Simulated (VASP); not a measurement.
# Tl3BiO4 (Pm-3m) in VASP: relaxation of cell and atoms with PBE

Aim: the relaxation of cell and atoms of Tl3BiO4 with PBE.

Program: VASP 6.6.1. These are calculated values, not measurements. Logs are shortened: lines on timing, memory, paths and dates and some standing lists are left out, and cuts for length are marked.

## 1. The cell of the first run

Symmetry: Pm-3m, No. 221, cubic system. The conventional cell has a = 5.123 Å, b = 5.123 Å, c = 5.123 Å, α = 90.00°, β = 90.00°, γ = 90.00°. Tl (site symmetry 4/mmm) has 6 O at 2.56 Å within 3.4 Å. Bi (site symmetry m-3m) has 6 O at 2.56 Å within 3.4 Å. Within 3.4 Å of O (site symmetry m-3m) lie 6 Tl at 2.56 Å. Within 3.4 Å of O (site symmetry 4/mmm) lie 4 Tl at 2.56 Å and 2 Bi at 2.56 Å.

## 2. Relaxation of cell and atoms, PBE

Input file INCAR:

```
PREC = Accurate
ENCUT = 600
EDIFF = 1E-6
ISMEAR = 0
SIGMA = 0.1
LREAL = False
LASPH = True
NELM = 60
ALGO = Normal
ISIF = 3
LWAVE = False
LCHARG = False
GGA = PE
IBRION = 2
NSW = 100
EDIFFG = -0.01
```

Input file KPOINTS:

```
regular mesh
0
Gamma
  8 8 8
```

Input file POSCAR:

```
Tl3BiO4
1.0
    5.1231479600      0.0000000000      0.0000000000
    0.0000000000      5.1231479600      0.0000000000
    0.0000000000      0.0000000000      5.1231479600
Tl Bi O
3 1 4
Direct
    0.5000000000      0.5000000000      0.0000000000
    0.5000000000      0.0000000000      0.5000000000
    0.0000000000      0.5000000000      0.5000000000
    0.0000000000      0.0000000000      0.0000000000
    0.5000000000      0.5000000000      0.5000000000
    0.0000000000      0.0000000000      0.5000000000
    0.0000000000      0.5000000000      0.0000000000
    0.5000000000      0.0000000000      0.0000000000
```

Potentials or basis: VASP PAW PBE potentials, release 64 (Tl_d, Bi_d, O).

Run with:

```bash
$ cat potpaw_PBE.64/Tl_d/POTCAR potpaw_PBE.64/Bi_d/POTCAR potpaw_PBE.64/O/POTCAR > POTCAR
$ mpirun -np 1 vasp_std > vasp.out
```

OUTCAR:

```text
PREC = Accurate
   ENCUT = 600
   EDIFF = 1E-6
   ISMEAR = 0
   LREAL = False
   LASPH = True
   NELM = 60
   ISIF = 3
   GGA = PE
   IBRION = 2
   NSW = 100
   EDIFFG = -0.01

 ion  position               nearest neighbor table
   1  0.500  0.500  0.000-   5 2.56   7 2.56   8 2.56   5 2.56   8 2.56   7 2.56   2 3.62   3 3.62
                             2 3.62   2 3.62   4 3.62   3 3.62   2 3.62   3 3.62   4 3.62   4 3.62
   2  0.500  0.000  0.500-   5 2.56   6 2.56   8 2.56   8 2.56   5 2.56   6 2.56   1 3.62   4 3.62
                             1 3.62   1 3.62   3 3.62   3 3.62   1 3.62   3 3.62   4 3.62   4 3.62
   3  0.000  0.500  0.500-   5 2.56   6 2.56   7 2.56   7 2.56   6 2.56   5 2.56   1 3.62   4 3.62
                             1 3.62   2 3.62   4 3.62   2 3.62   4 3.62   1 3.62   2 3.62   4 3.62
   4  0.000  0.000  0.000-   6 2.56   7 2.56   8 2.56   6 2.56   7 2.56   8 2.56   2 3.62   3 3.62
                             1 3.62   1 3.62   3 3.62   2 3.62   3 3.62   1 3.62   2 3.62   3 3.62
   5  0.500  0.500  0.500-   1 2.56   2 2.56   3 2.56   1 2.56   2 2.56   3 2.56
   6  0.000  0.000  0.500-   2 2.56   3 2.56   4 2.56   4 2.56   3 2.56   2 2.56
   7  0.000  0.500  0.000-   1 2.56   3 2.56   4 2.56   3 2.56   4 2.56   1 2.56
   8  0.500  0.000  0.000-   1 2.56   2 2.56   4 2.56   2 2.56   1 2.56   4 2.56

  LATTYP: Found a simple cubic cell.
 ALAT       =     5.1231479600

  Lattice vectors:

 A1 = (   5.1231479600,   0.0000000000,   0.0000000000)
 A2 = (   0.0000000000,   5.1231479600,   0.0000000000)
 A3 = (   0.0000000000,   0.0000000000,   5.1231479600)

Analysis of symmetry for initial positions (statically):
=====================================================================
 Subroutine PRICEL returns:
 Original cell was already a primitive cell.

 Routine SETGRP: Setting up the symmetry group for a
 simple cubic supercell.

 Subroutine GETGRP returns: Found 48 space group operations
 (whereof 48 operations were pure point group operations)
 out of a pool of 48 trial point group operations.

The static configuration has the point symmetry O_h .

Analysis of symmetry for dynamics (positions and initial velocities):
=====================================================================
 Subroutine PRICEL returns:
 Original cell was already a primitive cell.

 Routine SETGRP: Setting up the symmetry group for a
 simple cubic supercell.

 Subroutine GETGRP returns: Found 48 space group operations
 (whereof 48 operations were pure point group operations)
 out of a pool of 48 trial point group operations.

[... 116 lines left out ...]
   IBRION =      2    ionic relax: 0-MD 1-quasi-New 2-CG
   NFREE  =      1    steps in history (QN), initial steepest desc. (CG)
   ISIF   =      3    stress and relaxation
   ISYM   =      2    0-nonsym 1-usesym 2-fastsym
   POTIM  = 0.5000    time-step for ionic-motion
   TEBEG  =    0.0;   TEEND  =   0.0 temperature during run
   PSTRESS=    0.0 pullay stress
   NELECT =      78.0000    total number of electrons
   NUPDOWN=      -1.0000    fix difference up-down
   EMIN   =  10.00;   EMAX   =-10.00  energy-range for DOS
   EFERMI =   0.00;   METHOD = LEGACY
   ISMEAR =     0;   SIGMA  =   0.10  broadening in eV -4-tet -1-fermi 0-gaus
   EFERMI_NEDOS =   21; number of points for ismear=-14 and -15
   IALGO  =     38    algorithm
   IMIX   =      4    mixing-type and parameters
     AMIX     =   0.40;   BMIX     =  1.00
     AMIX_MAG =   1.60;   BMIX_MAG =  1.00
  volume/ion in A,a.u.               =      16.81       113.43
  Fermi-wavevector in a.u.,A,eV,Ry     =   1.365325  2.580091 25.362799  1.864113
  Thomas-Fermi vector in A             =   2.491564
   LORBIT       =      0    0 simple, 1 ext, 2 COOP (PROOUT), +10 PAW based schemes
   GGA     = PE    functional components
   LHFCALC =     F    Hartree Fock is set to
   AEXX    =    0.0000 exact exchange contribution
   IVDW    =     0    specifies the selected vdW correction
   LEPSILON=     F    determine dielectric tensor
   LRPA    =     F    only Hartree local field effects (RPA)
 conjugate gradient relaxation of ions
 non-spin polarized calculation
 Gauss-broadening in eV      SIGMA  =   0.10
  energy-cutoff  :      600.00
  volume of cell :      134.47
 maximum number of plane-waves:      4524
 NGX is ok and might be reduce to    42
   NGX = 21   NGY = 21   NGZ = 21

--------------------------------------- Ionic step        1  -------------------------------------------

 number of electron      77.9999948 magnetization

 Free energy of the ion-electron system (eV)
  ---------------------------------------------------
  ext. energy  EPLUGINS =         0.00000000
  ---------------------------------------------------
  free energy    TOTEN  =       -34.59569105 eV

  energy without entropy =      -34.57514019  energy(sigma->0) =      -34.58541562

------------------------ aborting loop because EDIFF is reached ----------------------------------------

  FORCE on cell =-STRESS in cart. coord.  units (eV):
  Direction    XX          YY          ZZ          XY          YZ          ZX
  --------------------------------------------------------------------------------------
  -------------------------------------------------------------------------------------
  Total        2.2903897      2.2903897      2.2903897      0.0000000     -0.0000000     -0.0000000
  in kB       27.2903603     27.2903603     27.2903603      0.0000000     -0.0000000     -0.0000000
  external PRESSURE =      27.2903603 kB  Pullay stress =       0.0000000 kB
[... 71 lines left out ...]
--------------------------------------- Ionic step        3  -------------------------------------------

 number of electron      77.9999959 magnetization

 Free energy of the ion-electron system (eV)
  ---------------------------------------------------
  ext. energy  EPLUGINS =         0.00000000
  ---------------------------------------------------
  free energy    TOTEN  =       -34.62878480 eV

  energy without entropy =      -34.60836774  energy(sigma->0) =      -34.61857627

 E-fermi :   6.4352     XC(G=0): -10.7397

 val. band max:        6.4277214922   @ k =   0.5000   0.3750   0.1250
 cond. band min:       6.4454044793   @ k =   0.5000   0.3750   0.0000
 fundamental gap:      0.0176829871
 Fermi energy:         6.4352430404

 k-point     1 :       0.0000    0.0000    0.0000
  band No.  band energies     occupation
      1     -17.5394      2.00000
      2     -17.5394      2.00000
      3     -17.5340      2.00000
      4     -17.5340      2.00000
      5     -17.5340      2.00000
      6     -11.8390      2.00000
[... 1165 lines left out ...]
     45      10.3275      0.00000
     46      11.6901      0.00000

 [... further k-points ...]
[... 5 lines left out ...]
  --------------------------------------------------------------------------------------
  -------------------------------------------------------------------------------------
  Total       -0.0062800     -0.0062800     -0.0062800      0.0000000      0.0000000     -0.0000000
  in kB       -0.0726675     -0.0726675     -0.0726675      0.0000000      0.0000000     -0.0000000
  external PRESSURE =      -0.0726675 kB  Pullay stress =       0.0000000 kB
[... 23 lines left out ...]
  FREE ENERGIE OF THE ION-ELECTRON SYSTEM (eV)
  ---------------------------------------------------
  free  energy   TOTEN  =       -34.6287848011 eV

  energy  without entropy=      -34.6083677418  energy(sigma->0) =      -34.61857627

 reached required accuracy - stopping structural energy minimisation
```

It took 15 min on 1 thread of Oxide Virtual Turin-like, shared host; peak memory 0.39 GiB.

What came out:

| Property | Result |
| --- | --- |
| Free energy | -34.6288 eV |
| Relaxed volume | 17.31 Å³/atom |
| Relaxed cell | a = 5.173 Å, b = 5.173 Å, c = 5.173 Å, α = 90.00°, β = 90.00°, γ = 90.00° |
| Space group after relaxing (to 0.05 Å) | Pm-3m (No. 221) |
| Energy gained by relaxing | 4.1 meV/atom |
| Ionic steps | 3 |
| Pressure after relaxing | 0.0 GPa |
| Band gap on the k mesh | zero (band 39 reaches 6.78 eV, above the bottom of band 40 at 3.80 eV) |

The path:
```csv
step,energy change (eV),largest force (eV/Å),pressure (GPa),volume (Å³)
1,0.0000,0.0000,2.73,134.47
2,-0.0279,0.0000,-1.00,140.11
3,-0.0331,0.0000,-0.01,138.46
```

Final structure:
```
Tl Bi O
1.0
     5.17341    0.00000    0.00000
     0.00000    5.17341    0.00000
     0.00000    0.00000    5.17341
Tl Bi O
3 1 4
Direct
  0.50000 0.50000 0.00000
  0.50000 0.00000 0.50000
  0.00000 0.50000 0.50000
  0.00000 0.00000 0.00000
  0.50000 0.50000 0.50000
  0.00000 0.00000 0.50000
  0.00000 0.50000 0.00000
  0.50000 0.00000 0.00000
```

Caveat: spin-orbit coupling is left out, which moves the levels of the heavy elements.
